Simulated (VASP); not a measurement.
# CaO (Fm-3m) in VASP: notebook

CaO is run at these levels: PBE; tasks: single point.

Everything below comes from runs of VASP 6.6.1. Logs are shortened: lines on timing, memory, paths and dates and some standing lists are left out, and cuts for length are marked.

## 1. The cell of the first run

Symmetry: Fm-3m, No. 225, cubic system. The conventional cell has a = 5.271 Å, b = 5.271 Å, c = 5.271 Å, α = 90.00°, β = 90.00°, γ = 90.00°. Ca (site symmetry m-3m) has 6 O at 2.64 Å within 3.5 Å. O (site symmetry m-3m) has 6 Ca at 2.64 Å within 3.5 Å.

## 2. Single point, PBE (Se replaced by O, lengths x 0.891, strained)

File INCAR:

```
PREC = Accurate
ENCUT = 520
EDIFF = 1E-6
ISMEAR = 0
SIGMA = 0.02
LREAL = False
LASPH = True
NELM = 60
ALGO = Normal
ISIF = 2
LWAVE = False
LCHARG = False
GGA = PE
NBANDS = 15
```

File KPOINTS:

```
Automatic mesh
0
Gamma
  8 8 8
```

File POSCAR:

```
CaO
1.0
    0.0000000000      2.6357020608      2.6357020608
    2.6357020608      0.0000000000      2.6357020608
    2.6357020608      2.6357020608      0.0000000000
Ca O
1 1
Direct
    0.0000000000      0.0000000000      0.0000000000
    0.5000000000      0.5000000000      0.5000000000
```

Potentials or basis: VASP PAW PBE potentials, release 64 (Ca_sv, O).

The run is started by

```sh
$ cat potpaw_PBE.64/Ca_sv/POTCAR potpaw_PBE.64/O/POTCAR > POTCAR
$ mpirun -np 1 vasp_std > vasp.out
```

OUTCAR:

```text
PREC = Accurate
   ENCUT = 520
   EDIFF = 1E-6
   ISMEAR = 0
   LREAL = False
   LASPH = True
   NELM = 60
   ISIF = 2
   GGA = PE

 ion  position               nearest neighbor table
   1  0.000  0.000  0.000-
   2  0.500  0.500  0.500-

  LATTYP: Found a face centered cubic cell.
 ALAT       =     5.2714041216

  Lattice vectors:

 A1 = (   0.0000000000,   2.6357020608,   2.6357020608)
 A2 = (   2.6357020608,   0.0000000000,   2.6357020608)
 A3 = (   2.6357020608,   2.6357020608,   0.0000000000)

Analysis of symmetry for initial positions (statically):
=====================================================================
 Subroutine PRICEL returns:
 Original cell was already a primitive cell.

 Routine SETGRP: Setting up the symmetry group for a
 face centered cubic supercell.

 Subroutine GETGRP returns: Found 48 space group operations
 (whereof 48 operations were pure point group operations)
 out of a pool of 48 trial point group operations.

The static configuration has the point symmetry O_h .

Analysis of symmetry for dynamics (positions and initial velocities):
=====================================================================
 Subroutine PRICEL returns:
 Original cell was already a primitive cell.

 Routine SETGRP: Setting up the symmetry group for a
 face centered cubic supercell.

 Subroutine GETGRP returns: Found 48 space group operations
 (whereof 48 operations were pure point group operations)
 out of a pool of 48 trial point group operations.

The dynamic configuration has the point symmetry O_h .

 Subroutine INISYM returns: Found 48 space group operations
 (whereof 48 operations are pure point group operations),
 and found     1 'primitive' translations

----------------------------------------------------------------------------------------

                                     Primitive cell

  volume of cell :      36.6201

  direct lattice vectors                    reciprocal lattice vectors
     0.000000000  2.635702061  2.635702061    -0.189702777  0.189702777  0.189702777
     2.635702061  0.000000000  2.635702061     0.189702777 -0.189702777  0.189702777
     2.635702061  2.635702061  0.000000000     0.189702777  0.189702777 -0.189702777

  length of vectors
     3.727445601  3.727445601  3.727445601     0.328574848  0.328574848  0.328574848

  position of ions in fractional coordinates (direct lattice)
     0.000000000  0.000000000  0.000000000
     0.500000000  0.500000000  0.500000000

  ion indices of the primitive-cell ions
   primitive index   ion index
                 1           1
                 2           2

----------------------------------------------------------------------------------------

 KPOINTS: Automatic mesh

Automatic generation of k-mesh.
 Grid dimensions read from file:
 generate k-points for:    8    8    8

 Generating k-lattice:

  Cartesian coordinates                     Fractional coordinates (reciprocal lattice)
    -0.023712847  0.023712847  0.023712847     0.125000000  0.000000000  0.000000000
     0.023712847 -0.023712847  0.023712847     0.000000000  0.125000000  0.000000000
     0.023712847  0.023712847 -0.023712847     0.000000000  0.000000000  0.125000000

  Length of vectors
     0.041071856  0.041071856  0.041071856

  Shift w.r.t. Gamma in fractional coordinates (k-lattice)
     0.000000000  0.000000000  0.000000000

 Subroutine IBZKPT returns following result:
 ===========================================

 Found     29 irreducible k-points:

 Following reciprocal coordinates:
            Coordinates               Weight
  0.000000  0.000000  0.000000      1.000000
  0.125000  0.000000  0.000000      8.000000
  0.250000  0.000000  0.000000      8.000000
  0.375000  0.000000  0.000000      8.000000
  0.500000  0.000000  0.000000      4.000000
  0.125000  0.125000  0.000000      6.000000
[... 16 lines left out ...]
  0.500000  0.250000  0.125000     48.000000
 -0.375000  0.250000  0.125000     24.000000
 [... further k-points ...]
   k-points           NKPTS =     29   k-points in BZ     NKDIM =     29   number of bands    NBANDS=     15
   number of dos      NEDOS =    301   number of ions     NIONS =      2
   total plane-waves  NPLWV =  21952
   dimension x,y,z NGX =    28 NGY =   28 NGZ =   28
   dimension x,y,z NGXF=    56 NGYF=   56 NGZF=   56
   ions per type =               1   1
   NGX,Y,Z   is equivalent  to a cutoff of  12.49, 12.49, 12.49 a.u.
   NGXF,Y,Z  is equivalent  to a cutoff of  24.98, 24.98, 24.98 a.u.
 SYSTEM =  unknown system
   PREC   = accura    normal or accurate (medium, high low for compatibility)
   ISTART =      0    job   : 0-new  1-cont  2-samecut
   ICHARG =      2    charge: 1-file 2-atom 10-const
   ISPIN  =      1    spin polarized calculation?
   LNONCOLLINEAR =      F non collinear calculations
   LSORBIT =      F    spin-orbit coupling
   LASPH  =      T    aspherical Exc in radial PAW
   ENCUT  =  520.0 eV  38.22 Ry    6.18 a.u.   6.93  6.93  6.93*2*pi/ulx,y,z
   NELM   =     60;   NELMIN=  2; NELMDL= -5     # of ELM steps
   EDIFF  = 0.1E-05   stopping-criterion for ELM
   LREAL  =      F    real-space projection
   EDIFFG = 0.1E-04   stopping-criterion for IOM
   NSW    =      0    number of steps for IOM
   IBRION =     -1    ionic relax: 0-MD 1-quasi-New 2-CG
   NFREE  =      0    steps in history (QN), initial steepest desc. (CG)
   ISIF   =      2    stress and relaxation
   ISYM   =      2    0-nonsym 1-usesym 2-fastsym
   POTIM  = 0.5000    time-step for ionic-motion
   TEBEG  =    0.0;   TEEND  =   0.0 temperature during run
   PSTRESS=    0.0 pullay stress
   NELECT =      16.0000    total number of electrons
   NUPDOWN=      -1.0000    fix difference up-down
   EMIN   =  10.00;   EMAX   =-10.00  energy-range for DOS
   EFERMI =   0.00;   METHOD = LEGACY
   ISMEAR =     0;   SIGMA  =   0.02  broadening in eV -4-tet -1-fermi 0-gaus
   EFERMI_NEDOS =   21; number of points for ismear=-14 and -15
   IALGO  =     38    algorithm
   IMIX   =      4    mixing-type and parameters
     AMIX     =   0.40;   BMIX     =  1.00
     AMIX_MAG =   1.60;   BMIX_MAG =  1.00
  volume/ion in A,a.u.               =      18.31       123.56
  Fermi-wavevector in a.u.,A,eV,Ry     =   1.242249  2.347509 20.996260  1.543182
  Thomas-Fermi vector in A             =   2.376611
   LORBIT       =      0    0 simple, 1 ext, 2 COOP (PROOUT), +10 PAW based schemes
   GGA     = PE    functional components
   LHFCALC =     F    Hartree Fock is set to
   AEXX    =    0.0000 exact exchange contribution
   IVDW    =     0    specifies the selected vdW correction
   LEPSILON=     F    determine dielectric tensor
   LRPA    =     F    only Hartree local field effects (RPA)
 non-spin polarized calculation
 Gauss-broadening in eV      SIGMA  =   0.02
  energy-cutoff  :      520.00
  volume of cell :       36.62
 maximum number of plane-waves:       998
   NGX = 13   NGY = 13   NGZ = 13

 number of electron      16.0000006 magnetization

 Free energy of the ion-electron system (eV)
  ---------------------------------------------------
  ext. energy  EPLUGINS =         0.00000000
  ---------------------------------------------------
  free energy    TOTEN  =       -12.30907828 eV

  energy without entropy =      -12.30907828  energy(sigma->0) =      -12.30907828

 E-fermi :   1.0857     XC(G=0):  -9.2070

 val. band max:        1.0057130930   @ k =   0.0000   0.0000   0.0000
 cond. band min:       3.8185156925   @ k =   0.0000   0.0000   0.0000
 fundamental gap:      2.8128025995
 Fermi energy:         1.0856935155

 k-point     1 :       0.0000    0.0000    0.0000
  band No.  band energies     occupation
      1     -37.8751      2.00000
      2     -18.7535      2.00000
      3     -18.7535      2.00000
      4     -18.7535      2.00000
      5     -14.0451      2.00000
      6       1.0057      2.00000
      7       1.0057      2.00000
      8       1.0057      2.00000
      9       3.8185      0.00000
     10       6.4514      0.00000
     11       6.4514      0.00000
     12       6.4514      0.00000
     13       7.5298      0.00000
     14       7.5298      0.00000
     15      14.3432      0.00000

 k-point     2 :       0.1250    0.0000    0.0000
  band No.  band energies     occupation
      1     -37.8710      2.00000
      2     -18.8068      2.00000
      3     -18.7572      2.00000
      4     -18.7572      2.00000
      5     -13.9783      2.00000
      6       0.5432      2.00000
      7       0.8767      2.00000
      8       0.8767      2.00000
      9       4.4491      0.00000
     10       6.4048      0.00000
     11       6.6352      0.00000
     12       6.6352      0.00000
     13       7.7587      0.00000
     14       7.7587      0.00000
     15      14.6155      0.00000

 k-point     3 :       0.2500    0.0000    0.0000
  band No.  band energies     occupation
      1     -37.8610      2.00000
      2     -18.9302      2.00000
      3     -18.7660      2.00000
      4     -18.7660      2.00000
      5     -13.8216      2.00000
      6      -0.2386      2.00000
      7       0.5921      2.00000
      8       0.5921      2.00000
      9       5.7075      0.00000
     10       6.4278      0.00000
     11       7.1105      0.00000
     12       7.1105      0.00000
     13       8.3224      0.00000
     14       8.3224      0.00000
     15      14.1151      0.00000

 k-point     4 :       0.3750    0.0000    0.0000
  band No.  band energies     occupation
      1     -37.8511      2.00000
      2     -19.0470      2.00000
      3     -18.7748      2.00000
      4     -18.7748      2.00000
      5     -13.6707      2.00000
      6      -0.8314      2.00000
      7       0.3374      2.00000
      8       0.3374      2.00000
      9       6.6339      0.00000
     10       6.9605      0.00000
     11       7.6380      0.00000
     12       7.6380      0.00000
     13       8.9547      0.00000
     14       8.9547      0.00000
     15      12.5737      0.00000
[... 307 lines left out ...]
 k-point    22 :       0.3750    0.2500    0.1250
  band No.  band energies     occupation
      1     -37.8538      2.00000
      2     -18.9476      2.00000
      3     -18.8128      2.00000
      4     -18.7799      2.00000
      5     -13.7843      2.00000
      6      -0.4236      2.00000
      7       0.4875      2.00000
      8       0.5832      2.00000
      9       5.8041      0.00000
     10       6.1833      0.00000
     11       7.5825      0.00000
     12       7.7375      0.00000
     13       8.3282      0.00000
     14       9.0358      0.00000
     15      14.4313      0.00000

 k-point    23 :       0.5000    0.2500    0.1250
  band No.  band energies     occupation
      1     -37.8458      2.00000
      2     -19.0024      2.00000
      3     -18.8373      2.00000
      4     -18.7936      2.00000
      5     -13.7127      2.00000
      6      -0.5875      2.00000
      7       0.2553      2.00000
      8       0.3636      2.00000
      9       6.1130      0.00000
     10       6.8876      0.00000
     11       7.8489      0.00000
     12       7.9894      0.00000
     13       8.9245      0.00000
     14       9.7121      0.00000
     15      12.5579      0.00000

 k-point    24 :      -0.3750    0.2500    0.1250
  band No.  band energies     occupation
      1     -37.8425      2.00000
      2     -19.0254      2.00000
      3     -18.8436      2.00000
      4     -18.8023      2.00000
      5     -13.6837      2.00000
      6      -0.6348      2.00000
      7       0.1369      2.00000
      8       0.2811      2.00000
      9       6.6529      0.00000
     10       6.7036      0.00000
     11       8.0186      0.00000
     12       8.1728      0.00000
     13       9.1355      0.00000
     14      10.4247      0.00000
     15      11.5108      0.00000

 [... further k-points ...]

------------------------ aborting loop because EDIFF is reached ----------------------------------------

  FORCE on cell =-STRESS in cart. coord.  units (eV):
  Direction    XX          YY          ZZ          XY          YZ          ZX
  --------------------------------------------------------------------------------------
  -------------------------------------------------------------------------------------
  Total       -3.5446668     -3.5446668     -3.5446668      0.0000000     -0.0000000      0.0000000
  in kB     -155.0840219   -155.0840219   -155.0840219      0.0000000     -0.0000000      0.0000000
  external PRESSURE =    -155.0840219 kB  Pullay stress =       0.0000000 kB

 VOLUME and BASIS-vectors are now :
 -----------------------------------------------------------------------------
  energy-cutoff  :      520.00
  volume of cell :       36.62
      direct lattice vectors                 reciprocal lattice vectors
     0.000000000  2.635702061  2.635702061    -0.189702777  0.189702777  0.189702777
     2.635702061  0.000000000  2.635702061     0.189702777 -0.189702777  0.189702777
     2.635702061  2.635702061  0.000000000     0.189702777  0.189702777 -0.189702777

 POSITION                                       TOTAL-FORCE (eV/Angst)
 -----------------------------------------------------------------------------------
      0.00000      0.00000      0.00000        -0.000000      0.000000     -0.000000
      2.63570      2.63570      2.63570         0.000000     -0.000000      0.000000
 -----------------------------------------------------------------------------------
    total drift:                                0.000000      0.000000      0.000000

  FREE ENERGIE OF THE ION-ELECTRON SYSTEM (eV)
  ---------------------------------------------------
  free  energy   TOTEN  =       -12.3090782797 eV

  energy  without entropy=      -12.3090782796  energy(sigma->0) =      -12.30907828
```

It took 7.4 s on 1 thread of Intel Xeon 6975P-C (Granite Rapids), shared host; peak memory 0.15 GiB.

What came out:

```yaml
Free_energy: -12.3091 eV
Pressure: -15.5 GPa
Band_gap_on_the_k_mesh: 2.81 eV, direct
```

Caveat: the cell differs from its parent crystal (Se replaced by O, lengths x 0.891, strained).

## 3. Single point, PBE (Se replaced by O, lengths x 0.891, strained)

File INCAR:

```
SYSTEM = CaO
ALGO = Normal
EDIFF = 1E-6
ENCUT = 520
GGA = PE
ISIF = 2
ISMEAR = 0
LASPH = .TRUE.
LCHARG = .FALSE.
LREAL = .FALSE.
LWAVE = .FALSE.
NBANDS = 15
NELM = 60
PREC = Accurate
SIGMA = 0.02
```

File KPOINTS:

```
k-points
0
G
  8 8 8
  0 0 0
```

File POSCAR:

```
CaO
1.0
    0.0000000000      2.7450798529      2.7450798529
    2.7450798529      0.0000000000      2.7450798529
    2.7450798529      2.7450798529      0.0000000000
Ca O
1 1
Direct
    0.0000000000      0.0000000000      0.0000000000
    0.5000000000      0.5000000000      0.5000000000
```

Potentials or basis: VASP PAW PBE potentials, release 64 (Ca_sv, O).

The run is started by

```sh
$ cat potpaw_PBE.64/Ca_sv/POTCAR potpaw_PBE.64/O/POTCAR > POTCAR
$ mpirun -np 1 vasp_std > vasp.out
```

Run time: 9 s. Hardware: 1 thread of Intel Xeon 6975P-C (Granite Rapids), shared host; peak memory 0.17 GiB.

The run converged. Its results:

```yaml
Free_energy: -11.8148 eV
Pressure: -17.6 GPa
Band_gap_on_the_k_mesh: 2.17 eV, direct
```

Levels at points of the mesh, in eV from the valence-band top:
| k point | band 6 | band 7 | band 8 | band 9 | band 10 | band 11 |
| --- | --- | --- | --- | --- | --- | --- |
| (0.00, 0.00, 0.00) | 0.00 | 0.00 | 0.00 | 2.17 | 5.06 | 5.06 |
| (0.50, 0.00, 0.00) | -1.84 | -0.63 | -0.63 | 5.25 | 5.83 | 6.23 |
| (0.50, 0.50, 0.00) | -1.20 | -0.36 | -0.36 | 3.42 | 5.47 | 6.65 |

Caveat: the cell differs from its parent crystal (Se replaced by O, lengths x 0.891, strained).
